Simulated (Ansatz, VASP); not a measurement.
## Two plane-wave programs on As

```
As
1.0
     4.56640    0.00000    0.00000
    -2.28320    3.95462    0.00000
     0.00000    0.00000    2.83374
As
2
Direct
  0.33333 0.66667 0.00000
  0.66667 0.33333 0.00000
```

Alike in both runs: task relaxation of cell and atoms; functional BLYP; k mesh 7 × 7 × 9; occupations fermi-dirac, width 0.05 eV; no spin polarisation.

|  | VASP | Ansatz |
| --- | --- | --- |
| version | VASP 6.6.1 | Ansatz 0.2.0 |
| potentials or method | VASP PAW PBE potentials, release 64 (As) | Ansatz PAW |
| plane-wave cutoff (eV) | 600 | 420 |
| valence electrons in the cell | 10 | 30 |

|  | VASP | Ansatz | Ansatz less VASP |
| --- | --- | --- | --- |
| gap on the k mesh at the Fermi level, each at its own relaxed structure (eV) | none | none | - |
| relaxed volume (Å³/atom) | 27.57 | 27.45 | -0.121 |
| relaxed length of the cell vector where the two differ most in proportion (Å) | 4.651 | 4.643 | -0.0075 |

VASP's potentials were made for PBE, not for BLYP. A gap of «none» marks a metal or a gap that the smearing closes. VASP's potentials hold 10 valence electrons a cell and Ansatz's 30, so a difference there can come from the potentials and not from the codes.

Noted on Ansatz's run: the plane-wave basis is chosen anew once the cell has moved, so the energies of steps on either side of that aren't comparable.
